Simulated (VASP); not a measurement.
# AlN (R3m) in VASP: a series of runs

Aim: see how the results for AlN move with the level of theory and the settings. Levels: PBE, r2SCAN. Tasks: single point.

Program: VASP 6.6.1. These are calculated values, not measurements. Logs are shortened: lines on timing, memory, paths and dates and some standing lists are left out, and cuts for length are marked.

## (1) The cell of the first run

Symmetry: R3m, No. 160, trigonal system. The conventional cell has a = 2.966 Å, b = 2.966 Å, c = 7.674 Å, α = 90.00°, β = 90.00°, γ = 120.00°. Al (site symmetry 3m) has 4 N at 1.84 to 1.88 Å within 2.4 Å. Within 2.4 Å of N (site symmetry 3m) lie 4 Al at 1.84 to 1.88 Å.

## (2) Single point, PBE (epitaxial 111 strain -4.0%)

Contents of INCAR:

```
SYSTEM = AlN
PREC = Accurate ; ENCUT = 520
EDIFF = 1E-6 ; ISMEAR = -1
SIGMA = 0.02 ; LREAL = .FALSE.
LASPH = .TRUE. ; NELM = 80
ALGO = Normal ; ISIF = 2
LWAVE = .FALSE. ; LCHARG = .TRUE.
GGA = PE ; LELF = .TRUE.
LVHAR = .TRUE. ; NBANDS = 11
```

Contents of KPOINTS:

```
regular mesh
0
G
  10 10 10
  0 0 0
```

Contents of POSCAR:

```
AlN
1.0
    0.0784759504      2.1759573064      2.1759573064
    2.1759573064      0.0784759504      2.1759573064
    2.1759573064      2.1759573064      0.0784759504
Al N
1 1
Direct
    0.0026685146      0.0026685146      0.0026685146
    0.2473314854      0.2473314854      0.2473314854
```

Potentials or basis: VASP PAW PBE potentials, release 64 (Al, N).

Started as:

```
cat potpaw_PBE.64/Al/POTCAR potpaw_PBE.64/N/POTCAR > POTCAR
mpirun -np 1 vasp_std > vasp.out
```

OUTCAR:

```text
SYSTEM = AlN
   PREC = Accurate
   ENCUT = 520
   EDIFF = 1E-6
   ISMEAR = -1
   LREAL = .FALSE.
   LASPH = .TRUE.
   NELM = 80
   ISIF = 2
   GGA = PE

 ion  position               nearest neighbor table
   1  0.003  0.003  0.003-   2 1.84   2 1.84   2 1.84   2 1.88
   2  0.247  0.247  0.247-   1 1.84   1 1.84   1 1.84   1 1.88

  LATTYP: Found a trigonal (rhomboedric) cell.
 ALAT       =     3.0782688111
 COS(alpha) =     0.5357166235

  Lattice vectors:

 A1 = (   0.0784759504,   2.1759573064,   2.1759573064)
 A2 = (   2.1759573064,   0.0784759504,   2.1759573064)
 A3 = (   2.1759573064,   2.1759573064,   0.0784759504)

Analysis of symmetry for initial positions (statically):
=====================================================================
 Subroutine PRICEL returns:
 Original cell was already a primitive cell.

 Routine SETGRP: Setting up the symmetry group for a
 trigonal (rhombohedral) supercell.

 Subroutine GETGRP returns: Found  6 space group operations
 (whereof  6 operations were pure point group operations)
 out of a pool of 12 trial point group operations.

The static configuration has the point symmetry C_3v.

Analysis of symmetry for dynamics (positions and initial velocities):
=====================================================================
 Subroutine PRICEL returns:
 Original cell was already a primitive cell.

 Routine SETGRP: Setting up the symmetry group for a
 trigonal (rhombohedral) supercell.

 Subroutine GETGRP returns: Found  6 space group operations
 (whereof  6 operations were pure point group operations)
 out of a pool of 12 trial point group operations.

The dynamic configuration has the point symmetry C_3v.

 Subroutine INISYM returns: Found  6 space group operations
 (whereof  6 operations are pure point group operations),
 and found     1 'primitive' translations

----------------------------------------------------------------------------------------

                                     Primitive cell

  volume of cell :      19.4912

  direct lattice vectors                    reciprocal lattice vectors
     0.078475950  2.175957306  2.175957306    -0.242603611  0.234158673  0.234158673
     2.175957306  0.078475950  2.175957306     0.234158673 -0.242603611  0.234158673
     2.175957306  2.175957306  0.078475950     0.234158673  0.234158673 -0.242603611

  length of vectors
     3.078268811  3.078268811  3.078268811     0.410508319  0.410508319  0.410508319

  position of ions in fractional coordinates (direct lattice)
     0.002668515  0.002668515  0.002668515
     0.247331485  0.247331485  0.247331485

  ion indices of the primitive-cell ions
   primitive index   ion index
                 1           1
                 2           2

----------------------------------------------------------------------------------------

 KPOINTS: regular mesh

Automatic generation of k-mesh.
 Grid dimensions read from file:
 generate k-points for:   10   10   10

 Generating k-lattice:

  Cartesian coordinates                     Fractional coordinates (reciprocal lattice)
    -0.024260361  0.023415867  0.023415867     0.100000000  0.000000000 -0.000000000
     0.023415867 -0.024260361  0.023415867     0.000000000  0.100000000 -0.000000000
     0.023415867  0.023415867 -0.024260361     0.000000000  0.000000000  0.100000000

  Length of vectors
     0.041050832  0.041050832  0.041050832

  Shift w.r.t. Gamma in fractional coordinates (k-lattice)
     0.000000000  0.000000000  0.000000000

 Subroutine IBZKPT returns following result:
 ===========================================

 Found    116 irreducible k-points:

 Following reciprocal coordinates:
            Coordinates               Weight
  0.000000  0.000000  0.000000      1.000000
  0.100000 -0.000000 -0.000000      6.000000
  0.200000 -0.000000 -0.000000      6.000000
  0.300000  0.000000  0.000000      6.000000
  0.400000  0.000000  0.000000      6.000000
  0.500000  0.000000  0.000000      3.000000
[... 16 lines left out ...]
  0.300000  0.300000  0.000000      6.000000
  0.400000  0.300000  0.000000     12.000000
 [... further k-points ...]
   k-points           NKPTS =    116   k-points in BZ     NKDIM =    116   number of bands    NBANDS=     11
   number of dos      NEDOS =    301   number of ions     NIONS =      2
   total plane-waves  NPLWV =  13824
   dimension x,y,z NGX =    24 NGY =   24 NGZ =   24
   dimension x,y,z NGXF=    48 NGYF=   48 NGZF=   48
   ions per type =               1   1
   NGX,Y,Z   is equivalent  to a cutoff of  12.96, 12.96, 12.96 a.u.
   NGXF,Y,Z  is equivalent  to a cutoff of  25.92, 25.92, 25.92 a.u.
 SYSTEM =  AlN
   PREC   = accura    normal or accurate (medium, high low for compatibility)
   ISTART =      0    job   : 0-new  1-cont  2-samecut
   ICHARG =      2    charge: 1-file 2-atom 10-const
   ISPIN  =      1    spin polarized calculation?
   LNONCOLLINEAR =      F non collinear calculations
   LSORBIT =      F    spin-orbit coupling
   LASPH  =      T    aspherical Exc in radial PAW
   ENCUT  =  520.0 eV  38.22 Ry    6.18 a.u.   5.72  5.72  5.72*2*pi/ulx,y,z
   NELM   =     80;   NELMIN=  2; NELMDL= -5     # of ELM steps
   EDIFF  = 0.1E-05   stopping-criterion for ELM
   LREAL  =      F    real-space projection
   EDIFFG = 0.1E-04   stopping-criterion for IOM
   NSW    =      0    number of steps for IOM
   IBRION =     -1    ionic relax: 0-MD 1-quasi-New 2-CG
   NFREE  =      0    steps in history (QN), initial steepest desc. (CG)
   ISIF   =      2    stress and relaxation
   ISYM   =      2    0-nonsym 1-usesym 2-fastsym
   POTIM  = 0.5000    time-step for ionic-motion
   TEBEG  =    0.0;   TEEND  =   0.0 temperature during run
   PSTRESS=    0.0 pullay stress
   NELECT =       8.0000    total number of electrons
   NUPDOWN=      -1.0000    fix difference up-down
   EMIN   =  10.00;   EMAX   =-10.00  energy-range for DOS
   EFERMI =   0.00;   METHOD = LEGACY
   ISMEAR =    -1;   SIGMA  =   0.02  broadening in eV -4-tet -1-fermi 0-gaus
   EFERMI_NEDOS =   21; number of points for ismear=-14 and -15
   IALGO  =     38    algorithm
   IMIX   =      4    mixing-type and parameters
     AMIX     =   0.40;   BMIX     =  1.00
     AMIX_MAG =   1.60;   BMIX_MAG =  1.00
  volume/ion in A,a.u.               =       9.75        65.77
  Fermi-wavevector in a.u.,A,eV,Ry     =   1.216631  2.299099 20.139209  1.480190
  Thomas-Fermi vector in A             =   2.351978
   LORBIT       =      0    0 simple, 1 ext, 2 COOP (PROOUT), +10 PAW based schemes
   GGA     = PE    functional components
   LHFCALC =     F    Hartree Fock is set to
   AEXX    =    0.0000 exact exchange contribution
   IVDW    =     0    specifies the selected vdW correction
   LEPSILON=     F    determine dielectric tensor
   LRPA    =     F    only Hartree local field effects (RPA)
 non-spin polarized calculation
  energy-cutoff  :      520.00
  volume of cell :       19.49
 maximum number of plane-waves:       540
   NGX = 11   NGY = 11   NGZ = 11

 number of electron       7.9999999 magnetization

 Free energy of the ion-electron system (eV)
  ---------------------------------------------------
  ext. energy  EPLUGINS =         0.00000000
  ---------------------------------------------------
  free energy    TOTEN  =       -14.68794141 eV

  energy without entropy =      -14.68794141  energy(sigma->0) =      -14.68794141

 E-fermi :   7.2382     XC(G=0): -11.2308

 val. band max:        6.8217740131   @ k =   0.0000   0.0000   0.0000
 cond. band min:       9.9227236845   @ k =   0.5000   0.5000   0.0000
 fundamental gap:      3.1009496715
 Fermi energy:         7.2382444260

 k-point     1 :       0.0000    0.0000    0.0000
  band No.  band energies     occupation
      1      -8.7544      2.00000
      2       6.2660      2.00000
      3       6.8218      2.00000
      4       6.8218      2.00000
      5      11.3120      0.00000
      6      18.9801      0.00000
      7      20.3845      0.00000
      8      20.3845      0.00000
      9      24.8231      0.00000
     10      24.8231      0.00000
     11      26.1076      0.00000

 k-point     2 :       0.1000   -0.0000   -0.0000
  band No.  band energies     occupation
      1      -8.5911      2.00000
      2       5.8861      2.00000
      3       6.3370      2.00000
      4       6.7559      2.00000
      5      11.9364      0.00000
      6      19.1481      0.00000
      7      19.9518      0.00000
      8      20.4855      0.00000
      9      23.2874      0.00000
     10      23.6797      0.00000
     11      25.6194      0.00000

 k-point     3 :       0.2000   -0.0000   -0.0000
  band No.  band energies     occupation
      1      -8.1244      2.00000
      2       4.2716      2.00000
      3       6.1710      2.00000
      4       6.5915      2.00000
      5      13.0079      0.00000
      6      18.7730      0.00000
      7      19.4232      0.00000
      8      20.1438      0.00000
      9      22.5088      0.00000
     10      23.4981      0.00000
     11      24.7261      0.00000

 k-point     4 :       0.3000    0.0000    0.0000
  band No.  band energies     occupation
      1      -7.4396      2.00000
      2       2.5258      2.00000
      3       6.0384      2.00000
      4       6.4028      2.00000
      5      13.8182      0.00000
      6      17.8035      0.00000
      7      18.7317      0.00000
      8      19.2572      0.00000
      9      23.5416      0.00000
     10      24.6602      0.00000
     11      24.9263      0.00000

 k-point     5 :       0.4000    0.0000    0.0000
  band No.  band energies     occupation
      1      -6.7418      2.00000
      2       1.1284      2.00000
      3       5.9441      2.00000
      4       6.2601      2.00000
      5      14.2601      0.00000
      6      17.0413      0.00000
      7      18.0893      0.00000
      8      18.5830      0.00000
      9      25.0411      0.00000
     10      25.6561      0.00000
     11      27.0249      0.00000
[... 211 lines left out ...]
 k-point    21 :      -0.3000    0.2000   -0.0000
  band No.  band energies     occupation
      1      -6.5590      2.00000
      2       1.8817      2.00000
      3       4.3963      2.00000
      4       5.9418      2.00000
      5      14.7027      0.00000
      6      15.9493      0.00000
      7      18.8564      0.00000
      8      19.3981      0.00000
      9      23.3744      0.00000
     10      26.6693      0.00000
     11      29.0619      0.00000

 k-point    22 :      -0.2000    0.2000    0.0000
  band No.  band energies     occupation
      1      -7.1996      2.00000
      2       2.7987      2.00000
      3       4.9294      2.00000
      4       6.2355      2.00000
      5      14.4829      0.00000
      6      16.8350      0.00000
      7      18.6511      0.00000
      8      19.4478      0.00000
      9      21.8451      0.00000
     10      26.1920      0.00000
     11      29.0352      0.00000

 k-point    23 :       0.3000    0.3000    0.0000
  band No.  band energies     occupation
      1      -7.0682      2.00000
      2       3.0231      2.00000
      3       5.0900      2.00000
      4       5.6048      2.00000
      5      12.1087      0.00000
      6      16.8115      0.00000
      7      19.1738      0.00000
      8      21.7898      0.00000
      9      22.1214      0.00000
     10      27.7323      0.00000
     11      31.0783      0.00000

 k-point    24 :       0.4000    0.3000    0.0000
  band No.  band energies     occupation
      1      -6.5480      2.00000
      2       2.3706      2.00000
      3       4.9133      2.00000
      4       5.0759      2.00000
      5      11.6076      0.00000
      6      16.6716      0.00000
      7      19.6487      0.00000
      8      21.8474      0.00000
      9      22.6566      0.00000
     10      28.7123      0.00000
     11      31.2385      0.00000

 [... further k-points ...]
[... 5 lines left out ...]
  --------------------------------------------------------------------------------------
  -------------------------------------------------------------------------------------
  Total        2.5076331      2.5076331      2.5076331     -0.9428555     -0.9428555     -0.9428555
  in kB      206.1276926    206.1276926    206.1276926    -77.5028173    -77.5028173    -77.5028173
  external PRESSURE =     206.1276926 kB  Pullay stress =       0.0000000 kB

 VOLUME and BASIS-vectors are now :
 -----------------------------------------------------------------------------
  energy-cutoff  :      520.00
  volume of cell :       19.49
      direct lattice vectors                 reciprocal lattice vectors
     0.078475950  2.175957306  2.175957306    -0.242603611  0.234158673  0.234158673
     2.175957306  0.078475950  2.175957306     0.234158673 -0.242603611  0.234158673
     2.175957306  2.175957306  0.078475950     0.234158673  0.234158673 -0.242603611

 POSITION                                       TOTAL-FORCE (eV/Angst)
 -----------------------------------------------------------------------------------
      0.01182      0.01182      0.01182         0.032157      0.032157      0.032157
      1.09578      1.09578      1.09578        -0.032157     -0.032157     -0.032157
 -----------------------------------------------------------------------------------
    total drift:                               -0.000248     -0.000248     -0.000248

  FREE ENERGIE OF THE ION-ELECTRON SYSTEM (eV)
  ---------------------------------------------------
  free  energy   TOTEN  =       -14.6879414130 eV

  energy  without entropy=      -14.6879414130  energy(sigma->0) =      -14.68794141
```

Run time: 14 s. Hardware: 1 thread of Intel Xeon Platinum 8259CL at 2.50GHz (Skylake/Cascade Lake), shared host; peak memory 0.15 GiB.

What came out:

- Free energy: -14.6879 eV
- Pressure: 20.6 GPa
- Largest force: 0.056 eV/Å
- Band gap on the k mesh: 3.10 eV, indirect (least direct gap 4.49 eV)

Forces in eV/Å, atoms in the order of the input:
```
Al   0.032  0.032  0.032
N   -0.032 -0.032 -0.032
```

Stress tensor (GPa, compression positive):
```
20.61 -7.75 -7.75
-7.75 20.61 -7.75
-7.75 -7.75 20.61
```

Levels at points of the mesh, in eV from the valence-band top:
| k point | band 1 | band 2 | band 3 | band 4 | band 5 | band 6 | band 7 | band 8 | band 9 |
| --- | --- | --- | --- | --- | --- | --- | --- | --- | --- |
| (0.00, 0.00, 0.00) | -15.58 | -0.56 | 0.00 | 0.00 | 4.49 | 12.16 | 13.56 | 13.56 | 18.00 |
| (0.50, 0.00, 0.00) | -13.24 | -6.26 | -0.91 | -0.61 | 7.58 | 9.92 | 11.03 | 11.52 | 18.70 |
| (0.50, 0.50, 0.00) | -12.61 | -5.30 | -2.31 | -1.75 | 3.10 | 8.86 | 14.53 | 16.40 | 16.47 |
| (0.50, 0.50, 0.50) | -13.54 | -6.58 | -0.38 | -0.38 | 8.29 | 10.04 | 12.01 | 12.01 | 18.72 |

Caveat: the cell differs from its parent crystal (epitaxial 111 strain -4.0%).

(Continued in part 2 of 2.)
